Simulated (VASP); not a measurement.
# HfC (P1) in VASP: a series of runs, part 2 of 2

VASP 6.6.1.

## 4. Single point, PBEsol

This run uses another cell than the first one, of 12.97 Å³/atom, 1.005 times its volume.

INCAR

```
ALGO     = Normal         # electronic algorithm
EDIFF    = 1E-7           # SCF threshold, eV
ENCUT    = 520            # plane-wave cutoff, eV
GGA      = PS             # functional
ISIF     = 2              # what is computed and relaxed
ISMEAR   = -1             # smearing method
LASPH    = T              # aspherical terms in the spheres
LCHARG   = T              # write CHGCAR
LELF     = T              # ELF
LREAL    = F              # projectors in reciprocal space
LVHAR    = T            
LWAVE    = F              # write WAVECAR
NBANDS   = 22             # bands
NELM     = 80             # most SCF steps
PREC     = Accurate       # precision mode
SIGMA    = 0.05           # smearing width, eV
```

KPOINTS

```
k-points
0
Gamma
  5 5 3
```

POSCAR

```
HfC
1.0
    3.3633870319      0.0033455574     -0.0526073878
   -1.6787987073      2.9317600423      0.0115091182
   -0.0818760069     -0.0265841598      5.2596169213
Hf C
2 2
Direct
    0.7300500000      0.3806900000      0.7741200000
    0.2997600000      0.6840500000      0.2451000000
    0.9767700000      0.9808300000      0.9618200000
    0.9706000000      0.9766700000      0.4899200000
```

Potentials or basis: VASP PAW PBE potentials, release 64 (Hf_pv, C).

The run is started by

```console
$ cat potpaw_PBE.64/Hf_pv/POTCAR potpaw_PBE.64/C/POTCAR > POTCAR
$ mpirun -np 1 vasp_std > vasp.out
```

OUTCAR:

```text
EDIFF = 1E-7
   ENCUT = 520
   GGA = PS
   ISIF = 2
   ISMEAR = -1
   LASPH = T
   LREAL = F
   NELM = 80
   PREC = Accurate

 ion  position               nearest neighbor table
   1  0.730  0.381  0.774-   3 2.02   3 2.13   4 2.32   4 2.44   3 2.44   4 2.64   2 2.94   2 3.25
                             2 3.29   2 3.32   2 3.44   2 3.47
   2  0.300  0.684  0.245-   4 2.25   4 2.31   3 2.32   4 2.45   3 2.52   3 2.54   1 2.94   1 3.25
                             1 3.29   1 3.32   1 3.44   1 3.47
   3  0.977  0.981  0.962-   1 2.02   1 2.13   2 2.32   1 2.44   2 2.52   2 2.54
   4  0.971  0.977  0.490-   2 2.25   2 2.31   1 2.32   1 2.44   2 2.45   1 2.64

  LATTYP: Found a triclinic cell.
 ALAT       =     3.3638000916
 B/A-ratio  =     1.0043459313
 C/A-ratio  =     1.5638031966
 COS(alpha) =     0.0067550878
 COS(beta)  =     0.0312051236
 COS(gamma) =     0.4960476258

  Lattice vectors:

 A1 = (   3.3633870319,   0.0033455574,  -0.0526073878)
 A2 = (   1.6787987073,  -2.9317600423,  -0.0115091182)
 A3 = (   0.0818760069,   0.0265841598,  -5.2596169213)

[... 172 lines left out ...]
  ext. energy  EPLUGINS =         0.00000000
  ---------------------------------------------------
  free energy    TOTEN  =       -42.31341134 eV

  energy without entropy =      -42.30770771  energy(sigma->0) =      -42.31055952

 E-fermi :   5.7758     XC(G=0): -12.2325

 val. band max:        5.7225881954   @ k =   0.4000   0.4000   0.0000
 cond. band min:       5.8597164725   @ k =  -0.2000   0.4000   0.3333
 fundamental gap:      0.1371282771
 Fermi energy:         5.7757609403

 k-point     1 :       0.0000    0.0000    0.0000
  band No.  band energies     occupation
      1     -24.6650      2.00000
      2     -24.2058      2.00000
      3     -24.1194      2.00000
      4     -23.9232      2.00000
      5     -23.8848      2.00000
      6     -23.8339      2.00000
[... 589 lines left out ...]
     21      12.3453      0.00000
     22      13.0186      0.00000

 [... further k-points ...]
[... 5 lines left out ...]
  --------------------------------------------------------------------------------------
  -------------------------------------------------------------------------------------
  Total       -2.3950856     -1.1900019     -0.0730769     -0.6218836      1.9659903      2.7249886
  in kB      -73.9676291    -36.7509286     -2.2568397    -19.2056848     60.7158437     84.1560532
  external PRESSURE =     -37.6584658 kB  Pullay stress =       0.0000000 kB

 VOLUME and BASIS-vectors are now :
 -----------------------------------------------------------------------------
  energy-cutoff  :      520.00
  volume of cell :       51.88
      direct lattice vectors                 reciprocal lattice vectors
     3.363387032  0.003345557 -0.052607388     0.297235882  0.170183117  0.005487218
    -1.678798707  2.931760042  0.011509118    -0.000312224  0.340906503  0.001718214
    -0.081876007 -0.026584160  5.259616921     0.002973676  0.000956221  0.190179039

 POSITION                                       TOTAL-FORCE (eV/Angst)
 -----------------------------------------------------------------------------------
      1.75296      1.09795      4.03755        -2.592573     -3.578804     -4.307050
     -0.16024      1.99996      1.28124         1.261731     -1.188254      1.843904
      1.55989      2.85326      5.01871         0.953027      2.960334      2.946243
      1.58476      2.85359      2.53697         0.377815      1.806724     -0.483097
 -----------------------------------------------------------------------------------
    total drift:                                0.000125     -0.000050     -0.000111

  FREE ENERGIE OF THE ION-ELECTRON SYSTEM (eV)
  ---------------------------------------------------
  free  energy   TOTEN  =       -42.3134113394 eV

  energy  without entropy=      -42.3077077053  energy(sigma->0) =      -42.31055952
```

OSZICAR:

```text
N       E                     dE             d eps       ncg     rms          rms(c)
DAV:   1     0.842932274650E+02    0.84293E+02   -0.15030E+04  1672   0.122E+03
DAV:   2    -0.425839945974E+02   -0.12688E+03   -0.12123E+03  2108   0.285E+02
DAV:   3    -0.480529793968E+02   -0.54690E+01   -0.54124E+01  2174   0.430E+01
DAV:   4    -0.481116593068E+02   -0.58680E-01   -0.58641E-01  2106   0.494E+00
DAV:   5    -0.481123779449E+02   -0.71864E-03   -0.71857E-03  2284   0.477E-01    0.784E+01
DAV:   6    -0.427519656133E+02    0.53604E+01   -0.47771E+01  1956   0.240E+01    0.560E+01
DAV:   7    -0.424847078442E+02    0.26726E+00   -0.54232E+00  1962   0.101E+01    0.269E+01
DAV:   8    -0.423349475011E+02    0.14976E+00   -0.10386E+00  2224   0.577E+00    0.435E+00
DAV:   9    -0.423149825108E+02    0.19965E-01   -0.14806E-01  2094   0.207E+00    0.205E+00
DAV:  10    -0.423143595139E+02    0.62300E-03   -0.24344E-02  2114   0.894E-01    0.291E-01
DAV:  11    -0.423134409202E+02    0.91859E-03   -0.37698E-03  2102   0.326E-01    0.145E-01
DAV:  12    -0.423134244891E+02    0.16431E-04   -0.62280E-04  2098   0.140E-01    0.158E-01
DAV:  13    -0.423134113637E+02    0.13125E-04   -0.57913E-05  2032   0.487E-02    0.400E-02
DAV:  14    -0.423134116901E+02   -0.32642E-06   -0.48518E-06  2170   0.135E-02    0.117E-02
DAV:  15    -0.423134113423E+02    0.34779E-06   -0.16357E-06  2050   0.663E-03    0.473E-03
DAV:  16    -0.423134113394E+02    0.29431E-08   -0.15371E-07  1374   0.262E-03
   1 F= -.42313411E+02 E0= -.42310560E+02  d E =-.570363E-02
```

stdout:

```text
POSCAR found type information on POSCAR HfC
 POSCAR found :  2 types and       4 ions
 scaLAPACK will be used
 -----------------------------------------------------------------------------
|                                                                             |
|                                                                             |
|     You enforced a specific xc type in the INCAR file but a different       |
|     I HOPE YOU KNOW WHAT YOU ARE DOING!                                     |
|                                                                             |
 -----------------------------------------------------------------------------

 LDA part: xc-table for (Slater+PW92), standard interpolation
 POSCAR, INCAR and KPOINTS ok, starting setup
 FFT: planning ... GRIDC
 FFT: planning ... GRID_SOFT
 FFT: planning ... GRID
 WAVECAR not read
 entering main loop
```

Wall time 84 s (1 thread of Intel Xeon 8259CL, shared host); peak memory 0.2 GiB.

Results:

```
Free energy            : -42.3134 eV
Pressure               : -3.8 GPa
Largest force          : 6.171 eV/Å
Band gap on the k mesh : zero (band 14 reaches 6.14 eV, above the bottom of band 15 at 5.72 eV)
```

Forces in eV/Å, atoms in the order of the input:
```
Hf  -2.593 -3.579 -4.307
Hf   1.262 -1.188  1.844
C    0.953  2.960  2.946
C    0.378  1.807 -0.483
```

Stress tensor (GPa, compression positive):
```
-7.40 -1.92  8.42
-1.92 -3.68  6.07
 8.42  6.07 -0.23
```

Caveat: the k points lie up to 0.43 Å⁻¹ apart; the PAW data sets were made with another functional, which shifts forces and pressure a little; spin-orbit coupling is left out, which moves the levels of the heavy elements.

## 5. Summary

| cell | gap on the mesh (eV) | pressure (GPa) | largest force (eV/Å) |
| --- | --- | --- | --- |
| a = 3.358, b = 3.373, c = 5.252 Å, angles 89.6, 91.8, 119.7°, 4 atoms | none | -3.2 | 5.97 |
| a = 3.353, b = 3.367, c = 5.243 Å, angles 89.6, 91.8, 119.7°, 4 atoms | none | -1.6 | 6.34 |
| a = 3.364, b = 3.378, c = 5.260 Å, angles 89.6, 91.8, 119.7°, 4 atoms | none | -3.8 | 6.17 |

Alike in all rows: task single point; level PBEsol; potentials or basis VASP PAW PBE potentials, release 64 (Hf_pv, C); no spin polarisation; k mesh 5 × 5 × 3; cutoff (eV) 520; smearing fermi-dirac 0.05 eV.

Caveats: all runs use coarse meshes; the PAW data sets were made with another functional, which shifts forces and pressure a little; spin-orbit coupling is left out, which moves the levels of the heavy elements.

Absolute energies hang on the potentials; compare differences alone.
